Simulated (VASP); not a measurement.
SiO2, 9 atoms in the cell. Symmetry: P6_422, No. 181, hexagonal system. Conventional cell: a = 5.039 Å, b = 5.039 Å, c = 5.635 Å, α = 90.00°, β = 90.00°, γ = 120.00°. Si (site symmetry 222) has 4 O at 1.61 Å within 2.1 Å. Within 2.1 Å of O (site symmetry 2) lie 2 Si at 1.61 Å. 

- Program: VASP 6.6.1
- Task: single point
- Functional: LDA
- Potentials or basis: VASP PAW LDA potentials, release 64 (Si, O)
- Cutoff: 520 eV
- k mesh: 6 × 6 × 4
- Occupations: gaussian, width 0.02 eV
- Spin: no spin polarisation
- Dipole correction: no
- Further INCAR settings: ALGO = Normal; EDIFF = 1e-06; NBANDS = 34

Potentials or basis: VASP PAW LDA potentials, release 64 (Si, O).

Command:

```console
$ cat potpaw_LDA.64/Si/POTCAR potpaw_LDA.64/O/POTCAR > POTCAR
$ mpirun -np 1 vasp_std > vasp.out
```

Hardware: 1 thread of AMD EPYC 7R13, with other jobs on the host.

Estimate the wall time of this run.

Wall time 2.4 min on 1 thread of AMD EPYC 7R13, on a shared host, peak memory 0.19 GiB. Counts: scf iterations 13, k points 21.
